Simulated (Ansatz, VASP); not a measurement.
**One calculation of Ru, two programs**

The input INCAR:

```
PREC = Accurate
ENCUT = 600
EDIFF = 1E-6
ISMEAR = -1
SIGMA = 0.05
LREAL = False
LASPH = True
NELM = 100
ALGO = Normal
ISIF = 3
LWAVE = False
LCHARG = False
GGA = RP
IVDW = 12
IBRION = 2
NSW = 80
EDIFFG = -0.005
```

File KPOINTS:

```
regular mesh
0
Gamma
  11 11 6
```

File POSCAR:

```
Ru
1.0
    2.7058000000      0.0000000000      0.0000000000
   -1.3529000000      2.3432915376      0.0000000000
    0.0000000000      0.0000000000      4.2819000000
Ru
2
Direct
    0.6666666667      0.3333333333      0.7500000000
    0.3333333333      0.6666666667      0.2500000000
```

input.yaml

```yaml
crystal:
  lattice:
    - [2.7058, 0.0, 0.0]
    - [-1.3529, 2.3432915376, 0.0]
    - [0.0, 0.0, 4.2819]
  atoms:
    - { symbol: Ru, position: [0.6666666667, 0.3333333333, 0.75] }
    - { symbol: Ru, position: [0.3333333333, 0.6666666667, 0.25] }
kpoints:
  mp_grid: { grid: [11, 11, 6] }
scf:
  occupations: { method: fermi_dirac, width: 0.05 }
hamiltonian:
  xc: rpbe
  dispersion: d3bj
  pseudopotentials: { kind: all_electron, lapw: { basis_error: 0.001 } }
output:
  forces: true
  stress: true
relax:
  f_tol: 0.005
  max_steps: 60
  cell: {}
```

Alike in both runs: task relaxation of cell and atoms; functional RPBE; dispersion D3(BJ); k mesh 11 × 11 × 6; occupations fermi-dirac, width 0.05 eV; no spin polarisation.

|  | VASP | Ansatz |
| --- | --- | --- |
| version | VASP 6.6.1 | Ansatz 0.2.0 |
| potentials or method | VASP PAW PBE potentials, release 64 (Ru_pv), cutoff 600 eV | all-electron LAPW, scalar-relativistic |

|  | VASP | Ansatz | Ansatz less VASP |
| --- | --- | --- | --- |
| relaxed volume (Å³/atom) | 12.38 | 12.37 | -0.008 |
| relaxed length of the cell vector where the two differ most in proportion (Å) | 4.168 | 4.167 | -0.0013 |

VASP's potentials were made for PBE, not for RPBE. Ansatz ran all-electron here, and VASP with PAW potentials.
